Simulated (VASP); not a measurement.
**Pt: relaxation of cell and atoms with BLYP**

The system is Pt.

```xyz
4
Lattice="2.7740 0.0000 0.0000 -1.3870 2.4024 0.0000 0.0000 0.0000 9.0600" Properties=species:S:1:pos:R:3 pbc="T T T"
Pt    0.0000    0.0000    0.0000
Pt    0.0000    0.0000    4.5300
Pt    0.0000    1.6016    2.2650
Pt    1.3870    0.8008    6.7950
```

```json
{"Program": "VASP 6.6.1", "Task": "relaxation of cell and atoms", "Functional": "BLYP", "Potentials or basis": "VASP PAW PBE potentials, release 64 (Pt)", "Cutoff": "600 eV", "k mesh": "13 × 13 × 4", "Occupations": "fermi-dirac, width 0.1 eV", "Spin": "no spin polarisation", "Dipole correction": "no", "Further INCAR settings": "ALGO = Normal; EDIFF = 1e-07; IBRION = 2; EDIFFG = -0.01; NSW = 80; ISIF = 3"}
```

* Relaxed volume: 16.80 Å³/atom
* Relaxed cell: a = 2.848 Å, b = 2.848 Å, c = 9.561 Å, α = 90.00°, β = 90.00°, γ = 120.00°
* Space group after relaxing (to 0.05 Å): P6_3/mmc (No. 194)
* Energy gained by relaxing: 133.7 meV/atom
* Ionic steps: 10
* Pressure after relaxing: 0.0 GPa

Step by step:
```
step  energy change (eV)  largest force (eV/Å)  pressure (GPa)  volume (Å³)
   1              0.0000                0.0000           27.87        60.38
   2              1.3690                0.0000          -23.75        86.35
   3             -0.5240                0.0000           -2.03        67.89
   4             -0.5282                0.0000           -0.43        67.31
   5             -0.5284                0.0000           -0.01        67.17
   6             -0.5322                0.0000            0.02        67.15
   7             -0.5348                0.0000            0.20        67.11
   8             -0.5348                0.0000            0.19        67.11
   9             -0.5346                0.0000           -0.45        67.33
  10             -0.5349                0.0000            0.00        67.18
```

Final structure:
```yaml
crystal:
  lattice:
    - [2.84838, 0.00000, 0.00000]
    - [-1.42419, 2.46677, 0.00000]
    - [0.00000, 0.00000, 9.56122]
  atoms:
    - { symbol: Pt, position: [0.00000, 0.00000, 0.00000] }
    - { symbol: Pt, position: [0.00000, 0.00000, 0.50000] }
    - { symbol: Pt, position: [0.33333, 0.66667, 0.25000] }
    - { symbol: Pt, position: [0.66667, 0.33333, 0.75000] }
```

Levels at points of the mesh, in eV from the Fermi level:
| k point | band 16 | band 17 | band 18 | band 19 | band 20 | band 21 | band 22 | band 23 | band 24 |
| --- | --- | --- | --- | --- | --- | --- | --- | --- | --- |
| (0.00, 0.00, 0.00) | -1.67 | -1.67 | -1.14 | -1.14 | -0.79 | -0.79 | -0.13 | -0.13 | 0.01 |
| (0.00, 0.00, 0.50) | -1.95 | -1.43 | -1.43 | -1.43 | -1.43 | -0.40 | -0.40 | -0.40 | -0.40 |

Run time: 10 min on 1 thread of Intel(R) Xeon(R) Platinum 8488C (Sapphire Rapids), on a shared host, peak memory 0.25 GiB.

Caveat: the bands computed are all filled at some k points, so no gap is given; the PAW data sets were made with another functional, which shifts forces and pressure a little; spin-orbit coupling is left out, which moves the levels of the heavy elements.
